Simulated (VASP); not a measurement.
MgO, 2 atoms in the cell. It takes space group Fm-3m (No. 225, cubic). The conventional cell has a = 4.054 Å, b = 4.054 Å, c = 4.054 Å, α = 90.00°, β = 90.00°, γ = 90.00°. Within 2.7 Å of Mg (site symmetry m-3m) lie 6 O at 2.03 Å. Within 2.7 Å of O (site symmetry m-3m) lie 6 Mg at 2.03 Å. 

```yaml
Program: VASP 6.6.1
Task: single point
Functional: PBEsol
Potentials_or_basis: VASP PAW PBE potentials, release 64 (Mg, O)
Cutoff: 600 eV
k_mesh: 10 × 10 × 10
Occupations: gaussian, width 0.02 eV
Spin: no spin polarisation
Dipole_correction: no
Further_INCAR_settings: ALGO = Normal; EDIFF = 1e-06; NBANDS = 11
```

Potentials or basis: VASP PAW PBE potentials, release 64 (Mg, O).

Launch:

```sh
$ cat potpaw_PBE.64/Mg/POTCAR potpaw_PBE.64/O/POTCAR > POTCAR
$ mpirun -np 1 vasp_std > vasp.out
```

Hardware: 1 thread of Intel(R) Xeon(R) Platinum 8259CL CPU @ 2.50GHz (Skylake/Cascade Lake) (shared host).

Task: How long does it take, and how much memory?

Result: It took 7.7 s on 1 thread of Intel(R) Xeon(R) Platinum 8259CL CPU @ 2.50GHz (Skylake/Cascade Lake), with other jobs on the host, peak memory 0.14 GiB. Counts: scf iterations 12, k points 47.
